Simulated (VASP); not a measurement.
## TiTe2: relaxation of cell and atoms with r2SCAN

TiTe2:

```
Te Ti
1.0
     3.77700    0.00000    0.00000
    -1.88850    3.27098    0.00000
     0.00000    0.00000    6.49800
Te Ti
2 1
Direct
  0.33333 0.66667 0.73720
  0.66667 0.33333 0.26280
  0.00000 0.00000 0.00000
```

```
Program                : VASP 6.6.1
Task                   : relaxation of cell and atoms
Functional             : r2SCAN
Potentials or basis    : VASP PAW PBE potentials, release 64 (Te, Ti_sv)
Cutoff                 : 600 eV
k mesh                 : 8 × 8 × 4
Occupations            : fermi-dirac, width 0.05 eV
Spin                   : no spin polarisation
Dipole correction      : no
Further INCAR settings : ALGO = Normal; EDIFF = 1e-06; IBRION = 2; EDIFFG = -0.01; NSW = 60; ISIF = 3
```

```yaml
Relaxed_volume: 28.34 Å³/atom
Relaxed_cell: a = 3.823 Å, b = 3.823 Å, c = 6.717 Å, α = 90.00°, β = 90.00°, γ = 120.00°
Space_group_after_relaxing_to_0.1_Å: P-3m1 (No. 164)
Energy_gained_by_relaxing: 8.8 meV/atom
Ionic_steps: 13
Pressure_after_relaxing: 0.0 GPa
Largest_force_after_relaxing: 0.005 eV/Å
Band_gap_on_the_k_mesh: zero (bands 12 and 13 overlap by 0.50 eV)
```

Forces in eV/Å, atoms in the order of the input:
```
Te   0.000  0.000  0.005
Te   0.000  0.000 -0.005
Ti   0.000  0.000  0.000
```

Step by step:
```tsv
step	energy change (eV)	largest force (eV/Å)	pressure (GPa)	volume (Å³)
1	0.0000	0.1975	1.05	80.28
2	-0.0102	0.2905	-0.28	82.33
3	-0.0103	0.3042	-0.49	82.64
4	-0.0178	0.1260	-0.11	83.02
5	-0.0187	0.0377	0.08	83.21
6	-0.0216	0.0255	0.10	83.49
7	-0.0259	0.0076	0.20	84.33
8	-0.0261	0.0142	0.24	84.52
9	-0.0254	0.0903	-0.46	85.55
10	-0.0264	0.0215	0.00	84.86
11	-0.0264	0.0221	0.00	84.87
12	-0.0264	0.0121	-0.01	84.97
13	-0.0264	0.0054	-0.01	85.02
```

Final structure:
```
Te Ti
1.0
     3.82326    0.00000    0.00000
    -1.91163    3.31104    0.00000
     0.00000    0.00000    6.71656
Te Ti
2 1
Direct
  0.33333 0.66667 0.74932
  0.66667 0.33333 0.25068
  0.00000 0.00000 0.00000
```

Levels at points of the mesh, in eV from the Fermi level:
```csv
k point,band 8,band 9,band 10,band 11,band 12,band 13,band 14,band 15,band 16
"(0.00, 0.00, 0.00)",-2.02,-2.02,0.13,0.35,0.35,0.50,0.81,0.81,3.13
"(0.50, 0.00, 0.00)",-3.92,-2.69,-2.53,-2.10,-1.30,0.08,1.11,1.48,2.50
"(0.00, 0.00, 0.50)",-2.50,-1.98,-1.98,0.35,0.35,0.61,0.61,1.07,3.41
"(0.50, 0.00, 0.50)",-4.55,-2.58,-2.27,-1.33,-0.97,-0.15,1.11,1.45,2.70
```

Run time: 16 min on 1 thread of AMD EPYC 9R45 96-Core Processor (Zen 5) (shared host), peak memory 0.24 GiB.

Caveat: the PAW data sets were made with another functional, which shifts forces and pressure a little; spin-orbit coupling is left out, which moves the levels of the heavy elements. Zero-point motion and thermal expansion aren't in these numbers.
